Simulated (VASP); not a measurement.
The system is Ag.

```
CELL_PARAMETERS angstrom
0.00000 2.07344 2.07344
2.07344 0.00000 2.07344
2.07344 2.07344 0.00000
ATOMIC_POSITIONS crystal
Ag 0.00000 0.00000 0.00000
```

Base run:

* Program: VASP 6.6.1
* Functional: PBE
* Potentials or basis: VASP PAW PBE potentials, release 64 (Ag)
* Cutoff: 520 eV
* k mesh: 13 × 13 × 13
* Occupations: fermi-dirac, width 1 eV
* Spin: no spin polarisation

Its results: pressure 4.1 GPa.

Problem. The run is repeated on the same cell with these changes: occupations from fermi-dirac, width 1 eV to fermi-dirac, width 0.1 eV. What comes out?

Solution. Pressure -0.1 GPa.
